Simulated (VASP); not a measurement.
The system is Sb.

```
Sb
1.0
    -1.45887    1.45887    1.45887
     1.45887   -1.45887    1.45887
     1.45887    1.45887   -1.45887
Sb
1
Direct
  0.00000 0.00000 0.00000
```

| Item | Value |
| --- | --- |
| Program | VASP 6.6.1 |
| Task | relaxation of cell and atoms |
| Functional | PBEsol |
| Potentials or basis | VASP PAW PBE potentials, release 64 (Sb) |
| Cutoff | 500 eV |
| k mesh | 10 × 10 × 10 |
| Occupations | gaussian, width 0.1 eV |
| Spin | no spin polarisation |

At the start: pressure 287.7 GPa; volume 12.42 Å³/atom.

Task: Where does the relaxation end?

Result: Over 9 steps the energy falls by 6025.3 meV/atom and the volume is 26.18 Å³/atom (+110.8 %); space group Im-3m (No. 229, to 0.05 Å).

The path:
```tsv
step	energy change (eV)	largest force (eV/Å)	pressure (GPa)	volume (Å³)
1	0.0000	0.0000	287.71	12.42
2	-2.5646	0.0000	-2.51	111.11
3	-2.7807	0.0000	-3.28	99.07
4	-3.0604	0.0000	-4.31	87.19
5	-5.4248	0.0000	-11.08	38.45
6	-5.9240	0.0000	11.51	23.04
7	-5.9935	0.0000	-4.49	28.33
8	-6.0245	0.0000	-0.81	26.54
9	-6.0253	0.0000	0.08	26.18
```

Final structure:
```cif
data_structure
_symmetry_space_group_name_H-M 'P 1'
_symmetry_Int_Tables_number 1
_cell_length_a 3.2400
_cell_length_b 3.2400
_cell_length_c 3.2400
_cell_angle_alpha 109.471
_cell_angle_beta 109.471
_cell_angle_gamma 109.471
_cell_volume 26.18
loop_
_atom_site_label
_atom_site_type_symbol
_atom_site_fract_x
_atom_site_fract_y
_atom_site_fract_z
_atom_site_occupancy
Sb1 Sb 0.00000 0.00000 0.00000 1
```

Caveat: the volume moved by over 15 % at a fixed basis, so the end points are rough; the PAW data sets were made with another functional, which shifts forces and pressure a little.
